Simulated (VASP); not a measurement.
# Bi: single point with BLYP

The system is Bi.

```
Bi
1.0
    -2.04593    2.04593    2.04593
     2.04593   -2.04593    2.04593
     2.04593    2.04593   -2.04593
Bi
1
Direct
  0.00000 0.00000 0.00000
```

```
Program             : VASP 6.6.1
Task                : single point
Functional          : BLYP
Potentials or basis : VASP PAW PBE potentials, release 64 (Bi_d)
Cutoff              : 520 eV
k mesh              : 9 × 9 × 9
Occupations         : fermi-dirac, width 0.05 eV
Spin                : no spin polarisation
```

* Pressure: 0.1 GPa

Levels at points of the mesh, in eV from the Fermi level:
| k point | band 4 | band 5 | band 6 | band 7 | band 8 | band 9 | band 10 | band 11 |
| --- | --- | --- | --- | --- | --- | --- | --- | --- |
| (0.00, 0.00, 0.00) | -22.71 | -22.71 | -12.84 | 4.38 | 4.38 | 4.38 | 8.49 | 10.80 |

Run time: 24 s on 1 thread of Intel Xeon 8259CL, with other jobs on the host, peak memory 0.16 GiB.

Caveat: the PAW data sets were made with another functional, which shifts forces and pressure a little; spin-orbit coupling is left out, which moves the levels of the heavy elements.
